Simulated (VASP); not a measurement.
# ZrO2 (Cubic zirconia) (Fm-3m) in VASP: notebook

The runs below take ZrO2 (Cubic zirconia) through single point, with PBEsol.

All numbers are computed with VASP 6.6.1; they aren't measurements. Logs are shortened: lines on timing, memory, paths and dates and some standing lists are left out, and cuts for length are marked.

## (1) The cell of the first run

It takes space group Fm-3m (No. 225, cubic). The conventional cell has a = 5.070 Å, b = 5.070 Å, c = 5.070 Å, α = 90.00°, β = 90.00°, γ = 90.00°. Zr (site symmetry m-3m) has 8 O at 2.20 Å within 2.9 Å. Within 2.9 Å of O (site symmetry -43m) lie 4 Zr at 2.20 Å and 6 O at 2.54 Å.

## (2) Single point, PBEsol

Contents of INCAR:

```
SYSTEM = ZrO2
PREC     = Accurate       ! precision mode
ENCUT    = 600            ! plane-wave cutoff, eV
EDIFF    = 1E-6           ! SCF threshold, eV
ISMEAR   = 0              ! smearing method
SIGMA    = 0.01           ! smearing width, eV
LREAL    = .FALSE.        ! projectors in reciprocal space
LASPH    = .TRUE.         ! aspherical terms in the spheres
NELM     = 120            ! most SCF steps
ALGO     = Normal         ! electronic algorithm
ISIF     = 2              ! what is computed and relaxed
LWAVE    = .FALSE.        ! write WAVECAR
LCHARG   = .TRUE.         ! write CHGCAR
GGA      = PS             ! functional
LELF     = .TRUE.         ! ELF
LVHAR    = .TRUE.       
NBANDS   = 19             ! bands
GGA_COMPAT= .FALSE.
```

Contents of KPOINTS:

```
Automatic mesh
0
G
  6 6 6
  0 0 0
```

Contents of POSCAR:

```
ZrO2
1.0
    0.0000000000      2.5350000000      2.5350000000
    2.5350000000      0.0000000000      2.5350000000
    2.5350000000      2.5350000000      0.0000000000
Zr O
1 2
Direct
    0.0000000000      0.0000000000      0.0000000000
    0.2500000000      0.2500000000      0.2500000000
    0.7500000000      0.7500000000      0.7500000000
```

Potentials or basis: VASP PAW PBE potentials, release 64 (Zr_sv, O).

Command:

```bash
> cat potpaw_PBE.64/Zr_sv/POTCAR potpaw_PBE.64/O/POTCAR > POTCAR
> mpirun -np 1 vasp_std > vasp.out
```

OUTCAR:

```text
SYSTEM = ZrO2
   PREC = Accurate
   ENCUT = 600
   EDIFF = 1E-6
   ISMEAR = 0
   LREAL = .FALSE.
   LASPH = .TRUE.
   NELM = 120
   ISIF = 2
   GGA = PS

 ion  position               nearest neighbor table
   1  0.000  0.000  0.000-   3 2.20   3 2.20   3 2.20   2 2.20   3 2.20   2 2.20   2 2.20   2 2.20

   2  0.250  0.250  0.250-   1 2.20   1 2.20   1 2.20   1 2.20
   3  0.750  0.750  0.750-   1 2.20   1 2.20   1 2.20   1 2.20

  LATTYP: Found a face centered cubic cell.
 ALAT       =     5.0700000000

  Lattice vectors:

 A1 = (   0.0000000000,   2.5350000000,   2.5350000000)
 A2 = (   2.5350000000,   0.0000000000,   2.5350000000)
 A3 = (   2.5350000000,   2.5350000000,   0.0000000000)

Analysis of symmetry for initial positions (statically):
=====================================================================
 Subroutine PRICEL returns:
 Original cell was already a primitive cell.

 Routine SETGRP: Setting up the symmetry group for a
 face centered cubic supercell.

 Subroutine GETGRP returns: Found 48 space group operations
 (whereof 48 operations were pure point group operations)
 out of a pool of 48 trial point group operations.

The static configuration has the point symmetry O_h .

Analysis of symmetry for dynamics (positions and initial velocities):
=====================================================================
 Subroutine PRICEL returns:
 Original cell was already a primitive cell.

 Routine SETGRP: Setting up the symmetry group for a
 face centered cubic supercell.

 Subroutine GETGRP returns: Found 48 space group operations
 (whereof 48 operations were pure point group operations)
 out of a pool of 48 trial point group operations.

The dynamic configuration has the point symmetry O_h .

 Subroutine INISYM returns: Found 48 space group operations
 (whereof 48 operations are pure point group operations),
 and found     1 'primitive' translations

----------------------------------------------------------------------------------------

                                     Primitive cell

  volume of cell :      32.5810

  direct lattice vectors                    reciprocal lattice vectors
     0.000000000  2.535000000  2.535000000    -0.197238659  0.197238659  0.197238659
     2.535000000  0.000000000  2.535000000     0.197238659 -0.197238659  0.197238659
     2.535000000  2.535000000  0.000000000     0.197238659  0.197238659 -0.197238659

  length of vectors
[... 73 lines left out ...]
   ENCUT  =  600.0 eV  44.10 Ry    6.64 a.u.   7.16  7.16  7.16*2*pi/ulx,y,z
   NELM   =    120;   NELMIN=  2; NELMDL= -5     # of ELM steps
   EDIFF  = 0.1E-05   stopping-criterion for ELM
   LREAL  =      F    real-space projection
   EDIFFG = 0.1E-04   stopping-criterion for IOM
   NSW    =      0    number of steps for IOM
   IBRION =     -1    ionic relax: 0-MD 1-quasi-New 2-CG
   NFREE  =      0    steps in history (QN), initial steepest desc. (CG)
   ISIF   =      2    stress and relaxation
   ISYM   =      2    0-nonsym 1-usesym 2-fastsym
   POTIM  = 0.5000    time-step for ionic-motion
   TEBEG  =    0.0;   TEEND  =   0.0 temperature during run
   PSTRESS=    0.0 pullay stress
   NELECT =      24.0000    total number of electrons
   NUPDOWN=      -1.0000    fix difference up-down
   EMIN   =  10.00;   EMAX   =-10.00  energy-range for DOS
   EFERMI =   0.00;   METHOD = LEGACY
   ISMEAR =     0;   SIGMA  =   0.01  broadening in eV -4-tet -1-fermi 0-gaus
   EFERMI_NEDOS =   21; number of points for ismear=-14 and -15
   IALGO  =     38    algorithm
   IMIX   =      4    mixing-type and parameters
     AMIX     =   0.40;   BMIX     =  1.00
     AMIX_MAG =   1.60;   BMIX_MAG =  1.00
  volume/ion in A,a.u.               =      10.86        73.29
  Fermi-wavevector in a.u.,A,eV,Ry     =   1.478509  2.793977 29.742181  2.185989
  Thomas-Fermi vector in A             =   2.592781
   LORBIT       =      0    0 simple, 1 ext, 2 COOP (PROOUT), +10 PAW based schemes
   GGA     = PS    functional components
   LHFCALC =     F    Hartree Fock is set to
   AEXX    =    0.0000 exact exchange contribution
   IVDW    =     0    specifies the selected vdW correction
   LEPSILON=     F    determine dielectric tensor
   LRPA    =     F    only Hartree local field effects (RPA)
 non-spin polarized calculation
 Gauss-broadening in eV      SIGMA  =   0.01
  energy-cutoff  :      600.00
  volume of cell :       32.58
 maximum number of plane-waves:      1106
 NGX is ok and might be reduce to    30
   NGX = 15   NGY = 15   NGZ = 15

 number of electron      23.9999997 magnetization

 Free energy of the ion-electron system (eV)
  ---------------------------------------------------
  ext. energy  EPLUGINS =         0.00000000
  ---------------------------------------------------
  free energy    TOTEN  =       -29.92939925 eV

  energy without entropy =      -29.92939925  energy(sigma->0) =      -29.92939925

 E-fermi :   7.4169     XC(G=0): -12.1204

 val. band max:        7.2211108247   @ k =   0.5000   0.5000   0.0000
 cond. band min:      10.5352397603   @ k =   0.0000   0.0000   0.0000
 fundamental gap:      3.3141289356
 Fermi energy:         7.4168929903

 k-point     1 :       0.0000    0.0000    0.0000
  band No.  band energies     occupation
      1     -40.6729      2.00000
      2     -18.5361      2.00000
      3     -18.5361      2.00000
      4     -18.5361      2.00000
      5     -10.9749      2.00000
      6      -8.3200      2.00000
[... 329 lines left out ...]
      6      -8.9387      2.00000
[... 11 lines left out ...]
     18      19.6957      0.00000
     19      22.0324      0.00000

------------------------ aborting loop because EDIFF is reached ----------------------------------------

  FORCE on cell =-STRESS in cart. coord.  units (eV):
  Direction    XX          YY          ZZ          XY          YZ          ZX
  --------------------------------------------------------------------------------------
  -------------------------------------------------------------------------------------
  Total       -0.1323285     -0.1323285     -0.1323285      0.0000000     -0.0000000     -0.0000000
  in kB       -6.5072878     -6.5072878     -6.5072878      0.0000000     -0.0000000     -0.0000000
  external PRESSURE =      -6.5072878 kB  Pullay stress =       0.0000000 kB

 VOLUME and BASIS-vectors are now :
 -----------------------------------------------------------------------------
  energy-cutoff  :      600.00
  volume of cell :       32.58
      direct lattice vectors                 reciprocal lattice vectors
     0.000000000  2.535000000  2.535000000    -0.197238659  0.197238659  0.197238659
     2.535000000  0.000000000  2.535000000     0.197238659 -0.197238659  0.197238659
     2.535000000  2.535000000  0.000000000     0.197238659  0.197238659 -0.197238659

 POSITION                                       TOTAL-FORCE (eV/Angst)
 -----------------------------------------------------------------------------------
      0.00000      0.00000      0.00000         0.000000      0.000000      0.000000
      1.26750      1.26750      1.26750         0.000000      0.000000      0.000000
      3.80250      3.80250      3.80250        -0.000000     -0.000000     -0.000000
 -----------------------------------------------------------------------------------
    total drift:                                0.000000     -0.000000      0.000000

  FREE ENERGIE OF THE ION-ELECTRON SYSTEM (eV)
  ---------------------------------------------------
  free  energy   TOTEN  =       -29.9293992538 eV

  energy  without entropy=      -29.9293992538  energy(sigma->0) =      -29.92939925
```

stdout:

```text
POSCAR found type information on POSCAR ZrO
 POSCAR found :  2 types and       3 ions
 scaLAPACK will be used
 -----------------------------------------------------------------------------
|                                                                             |
|                                                                             |
|     You enforced a specific xc type in the INCAR file but a different       |
|     I HOPE YOU KNOW WHAT YOU ARE DOING!                                     |
|                                                                             |
 -----------------------------------------------------------------------------

 LDA part: xc-table for (Slater+PW92), standard interpolation
 POSCAR, INCAR and KPOINTS ok, starting setup
 FFT: planning ... GRIDC
 FFT: planning ... GRID_SOFT
 FFT: planning ... GRID
 WAVECAR not read
 entering main loop
```

Wall time 7.9 s (1 thread of Intel Xeon 6975P-C (Granite Rapids), shared host); peak memory 0.17 GiB.

Results:

* Free energy: -29.9294 eV
* Pressure: -0.7 GPa
* Band gap on the k mesh: 3.31 eV, indirect (least direct gap 3.75 eV)

Caveat: the PAW data sets were made with another functional, which shifts forces and pressure a little. A k mesh can miss the band edges.

## (3) Single point, PBEsol

This run uses another cell than the first one, of 11.08 Å³/atom, 1.020 times its volume.

Contents of INCAR:

```
  ALGO = Normal
  EDIFF = 1E-6
  ENCUT = 600
  GGA = PS
  GGA_COMPAT = False
  ISIF = 2
  ISMEAR = 0
  LASPH = True
  LCHARG = False
  LREAL = False
  LWAVE = False
  NBANDS = 19
  NELM = 120
  PREC = Accurate
  SIGMA = 0.01
```

Contents of KPOINTS:

```
k-points
0
Gamma
  6 6 6
```

Contents of POSCAR:

```
ZrO2
1.0
    0.0000000000      2.5517885687      2.5517885687
    2.5517885687      0.0000000000      2.5517885687
    2.5517885687      2.5517885687      0.0000000000
Zr O
1 2
Direct
    0.0000000000      0.0000000000      0.0000000000
    0.2500000000      0.2500000000      0.2500000000
    0.7500000000      0.7500000000      0.7500000000
```

Potentials or basis: VASP PAW PBE potentials, release 64 (Zr_sv, O).

Command:

```bash
> cat potpaw_PBE.64/Zr_sv/POTCAR potpaw_PBE.64/O/POTCAR > POTCAR
> mpirun -np 1 vasp_std > vasp.out
```

Run time: 7.9 s. Hardware: 1 thread of Intel Xeon 6975P-C (Granite Rapids), shared host; peak memory 0.16 GiB.

It converged, with:

```yaml
Free_energy: -29.9188 eV
Pressure: -5.4 GPa
Band_gap_on_the_k_mesh: 3.26 eV, indirect (least direct gap 3.68 eV)
```

Levels at points of the mesh, in eV from the valence-band top:
```tsv
k point	band 9	band 10	band 11	band 12	band 13	band 14	band 15	band 16
(0.00, 0.00, 0.00)	-5.24	-0.54	-0.54	-0.54	3.26	3.26	6.31	9.31
(0.50, 0.00, 0.00)	-2.56	-2.50	-1.66	-1.66	3.91	3.91	6.02	8.40
(0.50, 0.50, 0.00)	-3.17	-1.51	-1.51	0.00	3.68	4.66	5.76	7.22
```

Caveat: the PAW data sets were made with another functional, which shifts forces and pressure a little.

## (4) Single point, PBEsol

This run uses another cell than the first one, of 11.29 Å³/atom, 1.040 times its volume.

Contents of INCAR:

```
  ALGO = Normal
  EDIFF = 1E-6
  ENCUT = 600
  GGA = PS
  GGA_COMPAT = F
  ISIF = 2
  ISMEAR = 0
  LASPH = T
  LCHARG = F
  LREAL = F
  LWAVE = F
  NBANDS = 19
  NELM = 120
  PREC = Accurate
  SIGMA = 0.01
```

KPOINTS is that of step 3.

Contents of POSCAR:

```
ZrO2
1.0
    0.0000000000      2.5683590887      2.5683590887
    2.5683590887      0.0000000000      2.5683590887
    2.5683590887      2.5683590887      0.0000000000
Zr O
1 2
Direct
    0.0000000000      0.0000000000      0.0000000000
    0.2500000000      0.2500000000      0.2500000000
    0.7500000000      0.7500000000      0.7500000000
```

Command:

```bash
> cat potpaw_PBE.64/Zr_sv/POTCAR potpaw_PBE.64/O/POTCAR > POTCAR
> mpirun -np 1 vasp_std > vasp.out
```

Wall time 8.8 s (1 thread of Intel Xeon 6975P-C (Granite Rapids), shared host); peak memory 0.16 GiB.

The run converged. Its results:

| Item | Value |
| --- | --- |
| Free energy | -29.8896 eV |
| Pressure | -9.8 GPa |
| Band gap on the k mesh | 3.21 eV, indirect (least direct gap 3.61 eV) |

Levels at points of the mesh, in eV from the valence-band top:
| k point | band 9 | band 10 | band 11 | band 12 | band 13 | band 14 | band 15 | band 16 |
| --- | --- | --- | --- | --- | --- | --- | --- | --- |
| (0.00, 0.00, 0.00) | -5.13 | -0.53 | -0.53 | -0.53 | 3.21 | 3.21 | 6.17 | 9.08 |
| (0.50, 0.00, 0.00) | -2.52 | -2.48 | -1.64 | -1.64 | 3.84 | 3.84 | 5.85 | 8.20 |
| (0.50, 0.50, 0.00) | -3.14 | -1.48 | -1.48 | 0.00 | 3.61 | 4.56 | 5.59 | 7.05 |

Caveat: the PAW data sets were made with another functional, which shifts forces and pressure a little. A k mesh can miss the band edges.

## (5) Single point, PBEsol

This run uses another cell than the first one, of 11.51 Å³/atom, 1.060 times its volume.

Contents of INCAR:

```
SYSTEM = ZrO2
PREC = Accurate
ENCUT = 600
EDIFF = 1E-6
ISMEAR = 0
SIGMA = 0.01
LREAL = .False.
LASPH = .True.
NELM = 120
ALGO = Normal
ISIF = 2
LWAVE = .False.
LCHARG = .True.
GGA = PS
LELF = .True.
LVHAR = .True.
NBANDS = 19
GGA_COMPAT = .False.
```

Contents of KPOINTS:

```
regular mesh
0
Gamma
  6 6 6
  0 0 0
```

Contents of POSCAR:

```
ZrO2
1.0
    0.0000000000      2.5847185048      2.5847185048
    2.5847185048      0.0000000000      2.5847185048
    2.5847185048      2.5847185048      0.0000000000
Zr O
1 2
Direct
    0.0000000000      0.0000000000      0.0000000000
    0.2500000000      0.2500000000      0.2500000000
    0.7500000000      0.7500000000      0.7500000000
```

Command:

```bash
> cat potpaw_PBE.64/Zr_sv/POTCAR potpaw_PBE.64/O/POTCAR > POTCAR
> mpirun -np 1 vasp_std > vasp.out
```

It took 8.5 s on 1 thread of Intel Xeon 6975P-C (Granite Rapids), shared host; peak memory 0.17 GiB.

The run converged. Its results:

```
Free energy            : -29.8436 eV
Pressure               : -13.6 GPa
Band gap on the k mesh : 3.16 eV, indirect (least direct gap 3.55 eV)
```

Levels at points of the mesh, in eV from the valence-band top:
```tsv
k point	band 10	band 11	band 12	band 13	band 14	band 15
(0.00, 0.00, 0.00)	-0.52	-0.52	-0.52	3.16	3.16	6.03
(0.50, 0.00, 0.00)	-2.46	-1.62	-1.62	3.76	3.76	5.68
(0.50, 0.50, 0.00)	-1.46	-1.46	0.00	3.55	4.46	5.42
```

Caveat: the PAW data sets were made with another functional, which shifts forces and pressure a little. A hybrid or GW would open this gap; PBEsol tends to underestimate it.

## (6) Overview

```tsv
cell	gap on the mesh (eV)	pressure (GPa)
a = 3.585 Å, angles 60.0°, 3 atoms	3.31	-0.7
a = 3.609 Å, angles 60.0°, 3 atoms	3.26	-5.4
a = 3.632 Å, angles 60.0°, 3 atoms	3.21	-9.8
a = 3.655 Å, angles 60.0°, 3 atoms	3.16	-13.6
```

Alike in all rows: task single point; level PBEsol; potentials or basis VASP PAW PBE potentials, release 64 (Zr_sv, O); no spin polarisation; k mesh 6 × 6 × 6; cutoff (eV) 600; smearing gaussian 0.01 eV.

Caveats: the PAW data sets were made with another functional, which shifts forces and pressure a little.

Absolute energies hang on the potentials; compare differences alone.
